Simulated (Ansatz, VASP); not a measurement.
**GaSb in VASP and in Ansatz**

The input INCAR:

```
ALGO     = Normal         # electronic algorithm
EDIFF    = 1E-7           # SCF threshold, eV
ENCUT    = 520            # plane-wave cutoff, eV
GGA      = PS             # functional
ISIF     = 2              # what is computed and relaxed
ISMEAR   = 0              # smearing method
LASPH    = True           # aspherical terms in the spheres
LCHARG   = False          # write CHGCAR
LREAL    = False          # projectors in reciprocal space
LWAVE    = False          # write WAVECAR
NBANDS   = 16             # bands
NELM     = 80             # most SCF steps
PREC     = Accurate       # precision mode
SIGMA    = 0.01           # smearing width, eV
```

The input KPOINTS:

```
k-points
0
Gamma
  10 10 10
```

Contents of POSCAR:

```
GaSb
1.0
    0.0000000000      3.0480000000      3.0480000000
    3.0480000000      0.0000000000      3.0480000000
    3.0480000000      3.0480000000      0.0000000000
Ga Sb
1 1
Direct
    0.0000000000      0.0000000000      0.0000000000
    0.2500000000      0.2500000000      0.2500000000
```

Input for Ansatz:

```yaml
crystal:
  lattice:
    - [0.0, 3.048, 3.048]
    - [3.048, 0.0, 3.048]
    - [3.048, 3.048, 0.0]
  atoms:
    - { symbol: Ga, position: [0.0, 0.0, 0.0] }
    - { symbol: Sb, position: [0.25, 0.25, 0.25] }
basis:
  ecutwfc: 420
kpoints:
  mp_grid: { grid: [10, 10, 10] }
  band_path:
    path:
      - [0.0, 0.0, 0.0]
      - [0.0, 0.0, 0.0]
      - [0.0, 0.0, 0.0]
      - [0.0, 0.0, 0.0]
      - [0.0, 0.0, 0.0]
      - [0.0, 0.0, 0.0]
      - [0.0, 0.0, 0.0]
      - [0.0, 0.0, 0.0]
      - [0.0, 0.0, 0.0]
      - [0.0, 0.0, 0.0]
      - [0.0, 0.0, 0.0]
      - [0.0, 0.0, 0.0]
      - [0.0, 0.0, 0.0]
      - [0.0, 0.0, 0.0]
      - [0.0, 0.0, 0.0]
      - [0.0, 0.0, 0.0]
      - [0.0, 0.0, 0.0]
      - [0.0, 0.0, 0.0]
      - [0.0, 0.0, 0.0]
      - [0.0, 0.0, 0.0]
      - [0.0, 0.0, 0.0]
      - [0.0, 0.0, 0.0]
      - [0.0, 0.0, 0.0]
      - [0.0, 0.0, 0.0]
      - [0.0, 0.0, 0.0]
      - [0.0, 0.0, 0.0]
      - [0.3, 0.3, 0.0]
      - [0.3166666667, 0.3166666667, 0.0]
      - [0.3333333333, 0.3333333333, 0.0]
      - [0.35, 0.35, 0.0]
      - [0.3666666667, 0.3666666667, 0.0]
      - [0.3833333333, 0.3833333333, 0.0]
      - [0.4, 0.4, 0.0]
      - [0.4166666667, 0.4166666667, 0.0]
      - [0.4333333333, 0.4333333333, 0.0]
      - [0.45, 0.45, 0.0]
      - [0.4666666667, 0.4666666667, 0.0]
      - [0.4833333333, 0.4833333333, 0.0]
      - [0.5, 0.5, 0.0]
      - [0.5, 0.5, 0.5]
      - [0.5, 0.5, 0.5]
      - [0.5, 0.5, 0.5]
      - [0.5, 0.5, 0.5]
      - [0.5, 0.5, 0.5]
      - [0.5, 0.5, 0.5]
      - [0.5, 0.5, 0.5]
      - [0.5, 0.5, 0.5]
      - [0.5, 0.5, 0.5]
      - [0.5, 0.5, 0.5]
      - [0.5, 0.5, 0.5]
      - [0.5, 0.5, 0.5]
      - [0.5, 0.5, 0.5]
    npoints: 1
hamiltonian:
  xc: pbesol
  pseudopotentials: { kind: paw, azcp: { folder: soft_1 } }
scf:
  occupations: { method: gaussian, width: 0.01 }
  n_extra_bands: 5
output:
  eigenvalues: true
```

Alike in both runs: task single point; functional PBEsol; k mesh 10 × 10 × 10; occupations gaussian, width 0.01 eV; no spin polarisation.

```csv
,VASP,Ansatz
version,VASP 6.6.1,Ansatz 0.2.0
potentials or method,"VASP PAW PBE potentials, release 64 (Ga_d, Sb), cutoff 520 eV","scalar-relativistic, plane waves, PAW"
valence electrons in the cell,18,28
```

VASP gave:

| Quantity | Value |
| --- | --- |
| gap on the k mesh at the Fermi level (eV) | 0.07 |
| least direct gap on the mesh (eV) | 0.07 |

Question: What did Ansatz give for the same quantities?

Answer: gap on the k mesh at the Fermi level (eV): 0.06; least direct gap on the mesh (eV): 0.06.

VASP's potentials were made for PBE, not for PBEsol, and Ansatz warns of the same on its side. With one functional, cell and mesh, what is left measures potentials, basis and numerics. VASP's potentials hold 18 valence electrons a cell and Ansatz's 28, so a difference there can come from the potentials and not from the codes.

Neither program's run includes spin-orbit coupling.
